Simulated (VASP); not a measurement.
# Ir in VASP: further runs

Aim: see how the results for Ir move with the level of theory and the settings. Levels: LDA, PBEsol. Tasks: single point.

Everything below comes from runs of VASP 6.6.1. Logs are shortened: lines on timing, memory, paths and dates and some standing lists are left out, and cuts for length are marked.

## (1) The cell of the first run

The typed cell holds 2 atoms: a = 4.576 Å, b = 2.554 Å, c = 2.595 Å, α = 90.00°, β = 90.00°, γ = 90.00°.

## (2) Single point, LDA

INCAR

```
PREC = Accurate ; ENCUT = 520
EDIFF = 1E-7 ; ISMEAR = -1
SIGMA = 0.15 ; LREAL = F
LASPH = T ; NELM = 100
ALGO = Normal ; ISIF = 2
LWAVE = F ; LCHARG = F
NBANDS = 16
```

KPOINTS

```
regular mesh
0
Gamma
  3 15 5
```

POSCAR

```
Ir
1.0
    4.5763552806      0.0000000000      0.0000000000
    0.0000000000      2.5535707087      0.0000000000
    0.0000000000      0.0000000000      2.5946481172
Ir
2
Direct
    0.2500000000      0.0000000000     -0.2496184712
    0.7500000000      0.0000000000      1.2496184712
```

Potentials or basis: VASP PAW LDA potentials, release 64 (Ir).

Command:

```sh
$ cat potpaw_LDA.64/Ir/POTCAR > POTCAR
$ mpirun -np 1 vasp_std > vasp.out
```

OUTCAR:

```text
PREC = Accurate
   ENCUT = 520
   EDIFF = 1E-7
   ISMEAR = -1
   LREAL = F
   LASPH = T
   NELM = 100
   ISIF = 2

 ion  position               nearest neighbor table
   1  0.250  0.000  0.750-   2 2.63   2 2.63   2 2.63   2 2.63
   2  0.750  0.000  0.250-   1 2.63   1 2.63   1 2.63   1 2.63

  LATTYP: Found a simple orthorhombic cell.
 ALAT       =     2.5535707087
 B/A-ratio  =     1.0160862624
 C/A-ratio  =     1.7921396361

  Lattice vectors:

 A1 = (   0.0000000000,   2.5535707087,   0.0000000000)
 A2 = (   0.0000000000,   0.0000000000,   2.5946481172)
 A3 = (   4.5763552806,   0.0000000000,   0.0000000000)

Analysis of symmetry for initial positions (statically):
=====================================================================
 Subroutine PRICEL returns:
 Original cell was already a primitive cell.

 Routine SETGRP: Setting up the symmetry group for a
 simple orthorhombic supercell.

 Subroutine GETGRP returns: Found  8 space group operations
 (whereof  4 operations were pure point group operations)
 out of a pool of  8 trial point group operations.

The static configuration has the point symmetry C_2h.
 The point group associated with its full space group is D_2h.

Analysis of symmetry for dynamics (positions and initial velocities):
=====================================================================
 Subroutine PRICEL returns:
 Original cell was already a primitive cell.

 Routine SETGRP: Setting up the symmetry group for a
 simple orthorhombic supercell.

 Subroutine GETGRP returns: Found  8 space group operations
 (whereof  4 operations were pure point group operations)
 out of a pool of  8 trial point group operations.

The dynamic configuration has the point symmetry C_2h.
 The point group associated with its full space group is D_2h.

 Subroutine INISYM returns: Found  8 space group operations
 (whereof  4 operations are pure point group operations),
 and found     1 'primitive' translations

----------------------------------------------------------------------------------------

                                     Primitive cell

  volume of cell :      30.3212

  direct lattice vectors                    reciprocal lattice vectors
     4.576355281  0.000000000  0.000000000     0.218514503  0.000000000  0.000000000
     0.000000000  2.553570709  0.000000000     0.000000000  0.391608502  0.000000000
     0.000000000  0.000000000  2.594648117     0.000000000  0.000000000  0.385408716

  length of vectors
     4.576355281  2.553570709  2.594648117     0.218514503  0.391608502  0.385408716

  position of ions in fractional coordinates (direct lattice)
     0.250000000  0.000000000  0.750381529
     0.750000000  0.000000000  0.249618471

  ion indices of the primitive-cell ions
   primitive index   ion index
                 1           1
                 2           2

----------------------------------------------------------------------------------------

 KPOINTS: regular mesh

Automatic generation of k-mesh.
 Grid dimensions read from file:
 generate k-points for:    3   15    5

 Generating k-lattice:

  Cartesian coordinates                     Fractional coordinates (reciprocal lattice)
     0.072838168  0.000000000  0.000000000     0.333333333  0.000000000  0.000000000
     0.000000000  0.026107233  0.000000000     0.000000000  0.066666667  0.000000000
     0.000000000  0.000000000  0.077081743     0.000000000  0.000000000  0.200000000

  Length of vectors
     0.072838168  0.026107233  0.077081743

  Shift w.r.t. Gamma in fractional coordinates (k-lattice)
     0.000000000  0.000000000  0.000000000

 Subroutine IBZKPT returns following result:
 ===========================================

 Found     48 irreducible k-points:

 Following reciprocal coordinates:
            Coordinates               Weight
  0.000000  0.000000  0.000000      1.000000
  0.333333  0.000000  0.000000      2.000000
  0.000000  0.066667  0.000000      2.000000
  0.333333  0.066667  0.000000      4.000000
  0.000000  0.133333  0.000000      2.000000
  0.333333  0.133333  0.000000      4.000000
[... 16 lines left out ...]
  0.000000  0.200000  0.200000      4.000000
  0.333333  0.200000  0.200000      8.000000
 [... further k-points ...]
   k-points           NKPTS =     48   k-points in BZ     NKDIM =     48   number of bands    NBANDS=     16
   number of dos      NEDOS =    301   number of ions     NIONS =      2
   total plane-waves  NPLWV =  14400
   dimension x,y,z NGX =    36 NGY =   20 NGZ =   20
   dimension x,y,z NGXF=    72 NGYF=   40 NGZF=   40
   ions per type =               2
   NGX,Y,Z   is equivalent  to a cutoff of  13.08, 13.02, 12.81 a.u.
   NGXF,Y,Z  is equivalent  to a cutoff of  26.16, 26.04, 25.63 a.u.
 SYSTEM =  unknown system
   PREC   = accura    normal or accurate (medium, high low for compatibility)
   ISTART =      0    job   : 0-new  1-cont  2-samecut
   ICHARG =      2    charge: 1-file 2-atom 10-const
   ISPIN  =      1    spin polarized calculation?
   LNONCOLLINEAR =      F non collinear calculations
   LSORBIT =      F    spin-orbit coupling
   LASPH  =      T    aspherical Exc in radial PAW
   ENCUT  =  520.0 eV  38.22 Ry    6.18 a.u.   8.51  4.75  4.82*2*pi/ulx,y,z
   NELM   =    100;   NELMIN=  2; NELMDL= -5     # of ELM steps
   EDIFF  = 0.1E-06   stopping-criterion for ELM
   LREAL  =      F    real-space projection
   EDIFFG = 0.1E-05   stopping-criterion for IOM
   NSW    =      0    number of steps for IOM
   IBRION =     -1    ionic relax: 0-MD 1-quasi-New 2-CG
   NFREE  =      0    steps in history (QN), initial steepest desc. (CG)
   ISIF   =      2    stress and relaxation
   ISYM   =      2    0-nonsym 1-usesym 2-fastsym
   POTIM  = 0.5000    time-step for ionic-motion
   TEBEG  =    0.0;   TEEND  =   0.0 temperature during run
   PSTRESS=    0.0 pullay stress
   NELECT =      18.0000    total number of electrons
   NUPDOWN=      -1.0000    fix difference up-down
   EMIN   =  10.00;   EMAX   =-10.00  energy-range for DOS
   EFERMI =   0.00;   METHOD = LEGACY
   ISMEAR =    -1;   SIGMA  =   0.15  broadening in eV -4-tet -1-fermi 0-gaus
   EFERMI_NEDOS =   21; number of points for ismear=-14 and -15
   IALGO  =     38    algorithm
   IMIX   =      4    mixing-type and parameters
     AMIX     =   0.40;   BMIX     =  1.00
     AMIX_MAG =   1.60;   BMIX_MAG =  1.00
  volume/ion in A,a.u.               =      15.16       102.31
  Fermi-wavevector in a.u.,A,eV,Ry     =   1.375890  2.600055 25.756817  1.893073
  Thomas-Fermi vector in A             =   2.501184
   LORBIT       =      0    0 simple, 1 ext, 2 COOP (PROOUT), +10 PAW based schemes
   GGA     = CA    functional components
   LHFCALC =     F    Hartree Fock is set to
   AEXX    =    0.0000 exact exchange contribution
   IVDW    =     0    specifies the selected vdW correction
   LEPSILON=     F    determine dielectric tensor
   LRPA    =     F    only Hartree local field effects (RPA)
 non-spin polarized calculation
  energy-cutoff  :      520.00
  volume of cell :       30.32
 maximum number of plane-waves:       825
 NGX is ok and might be reduce to    36
   NGX = 17   NGY =  9   NGZ =  9

 number of electron      18.0000001 magnetization

 Free energy of the ion-electron system (eV)
  ---------------------------------------------------
  ext. energy  EPLUGINS =         0.00000000
  ---------------------------------------------------
  free energy    TOTEN  =       -19.42829605 eV

  energy without entropy =      -19.23836788  energy(sigma->0) =      -19.33333196

 E-fermi :   8.8980     XC(G=0): -13.6488

 val. band max:        8.8711475404   @ k =   0.3333   0.2000   0.2000
 cond. band min:       8.8980336733   @ k =   0.3333   0.3333   0.2000
 fundamental gap:      0.0268861329
 Fermi energy:         8.8979599540

 k-point     1 :       0.0000    0.0000    0.0000
  band No.  band energies     occupation
      1      -1.1950      2.00000
      2       1.4394      2.00000
      3       2.3780      2.00000
      4       3.4360      2.00000
      5       5.3616      2.00000
      6       5.8075      2.00000
[... 8 lines left out ...]
     15      23.8298      0.00000
     16      24.1927      0.00000

 k-point     2 :       0.3333    0.0000    0.0000
  band No.  band energies     occupation
      1      -0.1041      2.00000
      2       1.4793      2.00000
      3       2.7730      2.00000
      4       3.0354      2.00000
      5       4.7877      2.00000
      6       6.0494      2.00000
[... 8 lines left out ...]
     15      25.4664      0.00000
     16      25.9347      0.00000

 k-point     3 :       0.0000    0.0667    0.0000
  band No.  band energies     occupation
      1      -1.0671      2.00000
      2       1.4953      2.00000
      3       2.5193      2.00000
      4       3.6616      2.00000
      5       5.3849      2.00000
      6       5.8301      2.00000
[... 8 lines left out ...]
     15      23.6169      0.00000
     16      24.2783      0.00000

 k-point     4 :       0.3333    0.0667    0.0000
  band No.  band energies     occupation
      1       0.0273      2.00000
      2       1.5673      2.00000
      3       2.9061      2.00000
      4       3.1942      2.00000
      5       4.8163      2.00000
      6       5.9266      2.00000
[... 8 lines left out ...]
     15      25.2502      0.00000
     16      25.7584      0.00000
[... 324 lines left out ...]
 k-point    22 :       0.3333    0.1333    0.2000
  band No.  band energies     occupation
      1       1.3879      2.00000
      2       3.2660      2.00000
      3       3.6374      2.00000
      4       3.8656      2.00000
      5       4.6743      2.00000
      6       4.7203      2.00000
[... 8 lines left out ...]
     15      24.1225      0.00000
     16      24.7202      0.00000

 k-point    23 :       0.0000    0.2000    0.2000
  band No.  band energies     occupation
      1       1.0527      2.00000
      2       3.3619      2.00000
      3       4.0712      2.00000
      4       4.6165      2.00000
      5       5.1143      2.00000
      6       5.6027      2.00000
[... 8 lines left out ...]
     15      21.5733      0.00000
     16      26.3811      0.00000

 k-point    24 :       0.3333    0.2000    0.2000
  band No.  band energies     occupation
      1       1.8368      2.00000
      2       3.4892      2.00000
      3       4.0375      2.00000
      4       4.1592      2.00000
      5       4.9500      2.00000
      6       5.2759      2.00000
[... 8 lines left out ...]
     15      23.1798      0.00000
     16      25.0310      0.00000

 [... further k-points ...]

------------------------ aborting loop because EDIFF is reached ----------------------------------------

  FORCE on cell =-STRESS in cart. coord.  units (eV):
  Direction    XX          YY          ZZ          XY          YZ          ZX
  --------------------------------------------------------------------------------------
  -------------------------------------------------------------------------------------
  Total        0.3786281      0.2657453      0.4209300      0.0000000      0.0000000      0.0000000
  in kB       20.0067865     14.0420385     22.2420290      0.0000000      0.0000000      0.0000000
  external PRESSURE =      18.7636180 kB  Pullay stress =       0.0000000 kB

 VOLUME and BASIS-vectors are now :
 -----------------------------------------------------------------------------
  energy-cutoff  :      520.00
  volume of cell :       30.32
      direct lattice vectors                 reciprocal lattice vectors
     4.576355281  0.000000000  0.000000000     0.218514503  0.000000000  0.000000000
     0.000000000  2.553570709  0.000000000     0.000000000  0.391608502  0.000000000
     0.000000000  0.000000000  2.594648117     0.000000000  0.000000000  0.385408716

 POSITION                                       TOTAL-FORCE (eV/Angst)
 -----------------------------------------------------------------------------------
      1.14409      0.00000      1.94698         0.000000      0.000000     -0.001983
      3.43227      0.00000      0.64767        -0.000000      0.000000      0.001983
 -----------------------------------------------------------------------------------
    total drift:                                0.000000      0.000000     -0.000000

  FREE ENERGIE OF THE ION-ELECTRON SYSTEM (eV)
  ---------------------------------------------------
  free  energy   TOTEN  =       -19.4282960480 eV

  energy  without entropy=      -19.2383678756  energy(sigma->0) =      -19.33333196
```

Wall time 9.1 s (1 thread of Intel Xeon Platinum 8488C (Sapphire Rapids), shared host); peak memory 0.13 GiB.

Results:

```yaml
Free_energy: -19.4283 eV
Pressure: 1.9 GPa
Band_gap_on_the_k_mesh: zero (bands 9 and 10 overlap by 3.44 eV)
```

Caveat: the k points lie up to 0.48 Å⁻¹ apart, too coarse for converged energies and pressures of a metal; spin-orbit coupling is left out, which moves the levels of the heavy elements.

## (3) Single point, PBEsol

This run uses another cell than the first one, of 15.41 Å³/atom.

INCAR

```
SYSTEM = Ir
PREC = Accurate
ENCUT = 520
EDIFF = 1E-6
ISMEAR = -1
SIGMA = 0.15
LREAL = .False.
LASPH = .True.
NELM = 100
ALGO = Normal
ISIF = 2
LWAVE = .False.
LCHARG = .True.
GGA = PS
LELF = .True.
LVHAR = .True.
NBANDS = 16
```

KPOINTS

```
regular mesh
0
Gamma
  3 15 5
  0 0 0
```

POSCAR

```
Ir
1.0
    4.5994194952      0.0000000000      0.0000000000
    0.0000000000      2.5688990983      0.0000000000
    0.0000000000      0.0000000000      2.6089594436
Ir
2
Direct
    0.2500000000      0.0000000000      0.2499858445
    0.7500000000      0.0000000000      0.7500141555
```

Potentials or basis: VASP PAW PBE potentials, release 64 (Ir).

Command:

```sh
$ cat potpaw_PBE.64/Ir/POTCAR > POTCAR
$ mpirun -np 1 vasp_std > vasp.out
```

Wall time 8.9 s (1 thread of Intel Xeon Platinum 8488C (Sapphire Rapids), shared host); peak memory 0.15 GiB.

It converged, with:

- Free energy: -18.4086 eV
- Pressure: 0.6 GPa
- Band gap on the k mesh: zero (bands 9 and 10 overlap by 3.35 eV)

Stress tensor (GPa, compression positive):
```
0.60 0.00 0.00
0.00 0.42 0.00
0.00 0.00 0.84
```

Levels at points of the mesh, in eV from the Fermi level:
```
           k point  band 5  band 6  band 7  band 8  band 9  band 10  band 11  band 12  band 13  band 14
(0.00, 0.00, 0.00)   -3.42   -3.00   -1.73   -0.33    0.83     1.45     1.49     2.00     7.11    14.32
```

Caveat: the k points lie up to 0.48 Å⁻¹ apart, too coarse for converged energies and pressures of a metal; the PAW data sets were made with another functional, which shifts forces and pressure a little; spin-orbit coupling is left out, which moves the levels of the heavy elements.

The gap in the log of VASP goes by the Fermi energy; the results here count the filled bands.